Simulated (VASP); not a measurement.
Set up this calculation in VASP 6.6.1, as the native input.

```
Task                   : single point
Functional             : PBE
Potentials or basis    : VASP PAW PBE potentials, release 64 (Pb_d)
Cutoff                 : 520 eV
k mesh                 : 11 × 11 × 11
Occupations            : methfessel-paxton, width 0.6 eV
Spin                   : no spin polarisation
Dipole correction      : no
Further INCAR settings : ALGO = Normal; EDIFF = 1e-07; NBANDS = 13
```

The structure of Pb lies in POSCAR:

```
Pb
1.0
    0.0000000000      2.5175937382      2.5175937382
    2.5175937382      0.0000000000      2.5175937382
    2.5175937382      2.5175937382      0.0000000000
Pb
1
Direct
    0.0000000000      0.0000000000      0.0000000000
```

One way to write it, as run:

INCAR

```
SYSTEM = Pb
  PREC = Accurate
  ENCUT = 520
  EDIFF = 1E-7
  ISMEAR = 1
  SIGMA = 0.6
  LREAL = .False.
  LASPH = .True.
  NELM = 100
  ALGO = Normal
  ISIF = 2
  LWAVE = .False.
  LCHARG = .False.
  GGA = PE
  NBANDS = 13
```

KPOINTS

```
Automatic mesh
0
Gamma
  11 11 11
  0 0 0
```

Potentials or basis: VASP PAW PBE potentials, release 64 (Pb_d).

Command:

```sh
$ cat potpaw_PBE.64/Pb_d/POTCAR > POTCAR
$ mpirun -np 1 vasp_std > vasp.out
```

Results of the run:

The pressure is 0.0 GPa. The band gap on the k mesh is zero (bands 7 and 8 overlap by 8.37 eV).

Caveat: so wide a smearing shifts energies and pressures; spin-orbit coupling is left out, which moves the levels of the heavy elements.

Wall time 40 s on 1 thread of AMD EPYC 7571 (shared host), peak memory 0.13 GiB.
